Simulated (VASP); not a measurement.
Here is a VASP 6.6.1 calculation.

Contents of INCAR:

```
SYSTEM = Ta
PREC = Accurate
ENCUT = 520
EDIFF = 1E-7
ISMEAR = -1
SIGMA = 0.05
LREAL = .FALSE.
LASPH = .TRUE.
NELM = 100
ALGO = Normal
ISIF = 2
LWAVE = .FALSE.
LCHARG = .FALSE.
GGA = PS
NBANDS = 12
```

Contents of KPOINTS:

```
Automatic mesh
0
G
  11 11 11
  0 0 0
```

Contents of POSCAR:

```
Ta
1.0
   -1.6622159478      1.6622159478      1.6622159478
    1.6622159478     -1.6622159478      1.6622159478
    1.6622159478      1.6622159478     -1.6622159478
Ta
1
Direct
    0.0000000000      0.0000000000      0.0000000000
```

Potentials or basis: VASP PAW PBE potentials, release 64 (Ta_pv).

Run with:

```bash
$ cat potpaw_PBE.64/Ta_pv/POTCAR > POTCAR
$ mpirun -np 1 vasp_std > vasp.out
```

**Question.** Predict the pressure.

**Answer.** -7.9 GPa.

Caveat: the PAW data sets were made with another functional, which shifts forces and pressure a little.
